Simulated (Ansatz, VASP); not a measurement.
# Si2W: VASP beside Ansatz

Contents of INCAR:

```
SYSTEM = Si2W
ALGO = Normal ; EDIFF = 1E-6
ENCUT = 520 ; GGA = PE
ISIF = 2 ; ISMEAR = 1
LASPH = .True. ; LCHARG = .False.
LREAL = .False. ; LWAVE = .False.
NBANDS = 18 ; NELM = 60
PREC = Accurate ; SIGMA = 0.1
```

Contents of KPOINTS:

```
k-points
0
Gamma
  12 12 12
  0 0 0
```

File POSCAR:

```
Si2W
1.0
   -1.6069000000      1.6069000000      3.9149500000
    1.6069000000     -1.6069000000      3.9149500000
    1.6069000000      1.6069000000     -3.9149500000
Si W
2 1
Direct
    0.3347000000      0.3347000000      0.0000000000
    0.6653000000      0.6653000000      0.0000000000
    0.0000000000      0.0000000000      0.0000000000
```

Input for Ansatz:

```yaml
crystal:
  lattice:
    - [-1.6069, 1.6069, 3.91495]
    - [1.6069, -1.6069, 3.91495]
    - [1.6069, 1.6069, -3.91495]
  atoms:
    - { symbol: Si, position: [0.33469999999999994, 0.3347, 0.0] }
    - { symbol: Si, position: [0.6653, 0.6652999999999999, 0.0] }
    - { symbol: W, position: [0.0, 0.0, 0.0] }
kpoints:
  mp_grid:
    grid: [12, 12, 12]
    shift: [0.0, 0.0, 0.0]
hamiltonian:
  xc: pbe
scf:
  occupations:
    method: cold
    width: 0.1
output:
  stress: true
```

Alike in both runs: task single point; functional PBE; k mesh 12 × 12 × 12; no spin polarisation.

```csv
,VASP,Ansatz
version,VASP 6.6.1,Ansatz 0.2.0
potentials or method,"VASP PAW PBE potentials, release 64 (Si, W_sv)","plane waves, PAW"
plane-wave cutoff (eV),520,420
occupations,"methfessel-paxton of order 1, width 0.1 eV","cold, width 0.1 eV"
valence electrons in the cell,22,22
```

|  | VASP | Ansatz | Ansatz less VASP |
| --- | --- | --- | --- |
| pressure (GPa) | 3.3 | 3.3 | -0.07 |
| traceless stress, the component that is largest in VASP (GPa) | 0.37 | 0.42 | +0.055 |

Spin-orbit coupling is off throughout.
